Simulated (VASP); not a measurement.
# Ti4O in VASP: relaxation of the atoms with PBE

Aim: the relaxation of the atoms of Ti4O with PBE.

Program: VASP 6.6.1. These are calculated values, not measurements. Logs are shortened: lines on timing, memory, paths and dates and some standing lists are left out, and cuts for length are marked.

## 1. The cell of the first run

The cell holds a slab with vacuum, 5 atoms: a = 2.908 Å, b = 4.112 Å, c = 19.654 Å, α = 90.00°, β = 90.00°, γ = 90.00°.

## 2. Relaxation of the atoms, PBE

The input, INCAR:

```
ALGO = Fast ; DIPOL = 0.5 0.5 0.344
EDIFF = 1E-6 ; EDIFFG = -0.025
ENCUT = 520 ; GGA = PE
IBRION = 2 ; IDIPOL = 3
ISIF = 2 ; ISMEAR = 0
LASPH = T ; LCHARG = F
LDIPOL = T ; LREAL = F
LWAVE = F ; NELM = 60
NSW = 36 ; PREC = Accurate
SIGMA = 0.1
```

The input, KPOINTS:

```
k-points
0
Gamma
  9 7 1
```

The input, POSCAR:

```
Ti4O
1.0
    2.9075446938      0.0000000000      0.0000000000
    0.0000000000      4.1118891392      0.0000000000
    0.0000000000      0.0000000000     19.6535692687
Ti O
4 1
Selective dynamics
Direct
    0.5000000000      0.5000000000      0.2035253722  F F F
    0.0000000000      0.0000000000      0.2774952616  F F F
    0.5000000000      0.5000000000      0.3439484703  F F F
    0.0000000000      0.0000000000      0.4148645550  F F F
    0.5000000000      0.0000000000      0.4779574204  F F T
```

Potentials or basis: VASP PAW PBE potentials, release 64 (Ti_sv, O).

Launch:

```bash
$ cat potpaw_PBE.64/Ti_sv/POTCAR potpaw_PBE.64/O/POTCAR > POTCAR
$ mpirun -np 1 vasp_std > vasp.out
```

OUTCAR:

```text
EDIFF = 1E-6
   EDIFFG = -0.025
   ENCUT = 520
   GGA = PE
   IBRION = 2
   ISIF = 2
   ISMEAR = 0
   LASPH = T
   LREAL = F
   NELM = 60
   NSW = 36
   PREC = Accurate

 ion  position               nearest neighbor table
   1  0.500  0.500  0.204-   3 2.76   2 2.91   2 2.91   2 2.91   2 2.91
   2  0.000  0.000  0.277-   4 2.70   3 2.84   3 2.84   3 2.84   3 2.84   1 2.91   1 2.91   1 2.91
                             1 2.91
   3  0.500  0.500  0.344-   1 2.76   2 2.84   2 2.84   2 2.84   2 2.84   4 2.88   4 2.88   4 2.88
                             4 2.88
   4  0.000  0.000  0.415-   5 1.91   5 1.91   2 2.70   3 2.88   3 2.88   3 2.88   3 2.88
   5  0.500  0.000  0.478-   4 1.91   4 1.91

  LATTYP: Found a simple orthorhombic cell.
 ALAT       =     2.9075446938
 B/A-ratio  =     1.4142135624
 C/A-ratio  =     6.7595071920

  Lattice vectors:

 A1 = (   2.9075446938,   0.0000000000,   0.0000000000)
 A2 = (   0.0000000000,   4.1118891392,   0.0000000000)
 A3 = (   0.0000000000,   0.0000000000,  19.6535692687)

Analysis of symmetry for initial positions (statically):
=====================================================================
 Subroutine PRICEL returns:
 Original cell was already a primitive cell.

 Routine SETGRP: Setting up the symmetry group for a
 simple orthorhombic supercell.

 Subroutine GETGRP returns: Found  4 space group operations
 (whereof  4 operations were pure point group operations)
 out of a pool of  8 trial point group operations.

The static configuration has the point symmetry C_2v.

Analysis of symmetry for dynamics (positions and initial velocities):
=====================================================================
 Subroutine PRICEL returns:
 Original cell was already a primitive cell.

 Routine SETGRP: Setting up the symmetry group for a
 simple orthorhombic supercell.

 Subroutine GETGRP returns: Found  4 space group operations
 (whereof  4 operations were pure point group operations)
 out of a pool of  8 trial point group operations.

The dynamic configuration has the point symmetry C_2v.

Analysis of constrained symmetry for selective dynamics:
[... 143 lines left out ...]
 conjugate gradient relaxation of ions
 non-spin polarized calculation
 RMM-DIIS sequential band-by-band and
 Gauss-broadening in eV      SIGMA  =   0.10
  energy-cutoff  :      520.00
  volume of cell :      234.97
 maximum number of plane-waves:      6369
 NGX is ok and might be reduce to    24
   NGX = 11   NGY = 15   NGZ = 73

 dipolmoment           0.000000      0.000000     -0.080130 electrons x Angstroem

--------------------------------------- Ionic step        1  -------------------------------------------

 number of electron      54.0000016 magnetization

 Free energy of the ion-electron system (eV)
  ---------------------------------------------------
  ext. energy  EPLUGINS =         0.00000000
  ---------------------------------------------------
  free energy    TOTEN  =       -37.79693735 eV

  energy without entropy =      -37.76608450  energy(sigma->0) =      -37.78151092

------------------------ aborting loop EDIFF was not reached (unconverged)  ----------------------------

  FORCE on cell =-STRESS in cart. coord.  units (eV):
  Direction    XX          YY          ZZ          XY          YZ          ZX
  --------------------------------------------------------------------------------------
  -------------------------------------------------------------------------------------
  Total        0.1380135     -0.7866347     -3.0316893      0.0000000      0.0000000      0.0000000
  in kB        0.9410724     -5.3638233    -20.6721686      0.0000000      0.0000000      0.0000000
  external PRESSURE =      -8.3649732 kB  Pullay stress =       0.0000000 kB
[... 26 lines left out ...]
--------------------------------------- Ionic step        2  -------------------------------------------

 number of electron      54.0000015 magnetization

------------------------ aborting loop because EDIFF is reached ----------------------------------------

  FORCE on cell =-STRESS in cart. coord.  units (eV):
  Direction    XX          YY          ZZ          XY          YZ          ZX
  --------------------------------------------------------------------------------------
  -------------------------------------------------------------------------------------
  Total        3.5754122     -0.6029580      0.9685093      0.0000000      0.0000000      0.0000000
  in kB       24.3796505     -4.1113876      6.6039708      0.0000000      0.0000000      0.0000000
  external PRESSURE =       8.9574112 kB  Pullay stress =       0.0000000 kB
[... 26 lines left out ...]
--------------------------------------- Ionic step        3  -------------------------------------------

 number of electron      54.0000016 magnetization

 dipolmoment           0.000000      0.000000      0.161587 electrons x Angstroem

 Free energy of the ion-electron system (eV)
  ---------------------------------------------------
  ext. energy  EPLUGINS =         0.00000000
  ---------------------------------------------------
  free energy    TOTEN  =       -38.09723966 eV

  energy without entropy =      -38.06591587  energy(sigma->0) =      -38.08157776

 E-fermi :  -0.5132     XC(G=0):  -4.6507

 val. band max:       -0.5295860073   @ k =   0.2222   0.4286   0.0000
 cond. band min:      -0.5041159155   @ k =   0.1111   0.0000   0.0000
 fundamental gap:      0.0254700918
 Fermi energy:        -0.5132385647

 k-point     1 :       0.0000    0.0000    0.0000
  band No.  band energies     occupation
      1     -57.6514      2.00000
      2     -57.5395      2.00000
      3     -57.2058      2.00000
      4     -57.1040      2.00000
      5     -34.0132      2.00000
      6     -33.9479      2.00000
[... 689 lines left out ...]
     31       0.5962      0.00000
     32       0.8227      0.00000

------------------------ aborting loop because EDIFF is reached ----------------------------------------

 vacuum level on the upper side and lower side of the slab       (xc-potential included)         1.013        -1.375

  FORCE on cell =-STRESS in cart. coord.  units (eV):
  Direction    XX          YY          ZZ          XY          YZ          ZX
  --------------------------------------------------------------------------------------
  -------------------------------------------------------------------------------------
  Total        4.4441741     -0.5701404      1.6310980      0.0000000      0.0000000      0.0000000
  in kB       30.3034740     -3.8876144     11.1219623      0.0000000      0.0000000      0.0000000
  external PRESSURE =      12.5126073 kB  Pullay stress =       0.0000000 kB
[... 20 lines left out ...]
  FREE ENERGIE OF THE ION-ELECTRON SYSTEM (eV)
  ---------------------------------------------------
  free  energy   TOTEN  =       -38.0972396639 eV

  energy  without entropy=      -38.0659158657  energy(sigma->0) =      -38.08157776

 reached required accuracy - stopping structural energy minimisation

 vacuum level on the upper side and lower side of the slab         5.172         2.711
```

CONTCAR:

```text
Ti4O
   1.00000000000000
     2.9075446937999998    0.0000000000000000    0.0000000000000000
     0.0000000000000000    4.1118891391999997    0.0000000000000000
     0.0000000000000000    0.0000000000000000   19.6535692687000001
  Ti              O
     4     1
Selective dynamics
Direct
     0.5000000000000000    0.5000000000000000    0.2035253721999979   F   F   F
     0.0000000000000000    0.0000000000000000    0.2774952616000022   F   F   F
     0.5000000000000000    0.5000000000000000    0.3439484702999991   F   F   F
     0.0000000000000000    0.0000000000000000    0.4148645550000012   F   F   F
     0.5000000000000000    0.0000000000000000    0.4688084563522287   F   F   T

  0.00000000E+00  0.00000000E+00  0.00000000E+00
  0.00000000E+00  0.00000000E+00  0.00000000E+00
  0.00000000E+00  0.00000000E+00  0.00000000E+00
  0.00000000E+00  0.00000000E+00  0.00000000E+00
  0.00000000E+00  0.00000000E+00  0.00000000E+00
```

It took 32 min on 1 thread of Oxide Virtual Turin-like, shared host; peak memory 0.38 GiB.

What came out:

```
Free energy               : -38.0972 eV
Energy gained by relaxing : 60.1 meV/atom
Ionic steps               : 3
Band gap on the k mesh    : zero (bands 27 and 28 overlap by 0.44 eV)
```

Step by step:
```csv
step,energy change (eV),largest force on free atoms (eV/Å),pressure (GPa)
1,0.0000,3.1471,-0.84
2,-0.2923,0.5658,0.90
3,-0.3003,0.0023,1.25
```

Final structure:
```
CELL_PARAMETERS angstrom
2.90754 0.00000 0.00000
0.00000 4.11189 0.00000
0.00000 0.00000 19.65357
ATOMIC_POSITIONS crystal
Ti 0.50000 0.50000 0.20353
Ti 0.00000 0.00000 0.27750
Ti 0.50000 0.50000 0.34395
Ti 0.00000 0.00000 0.41486
O 0.50000 0.00000 0.46881
```

The gap in the log of VASP goes by the Fermi energy; the results here count the filled bands.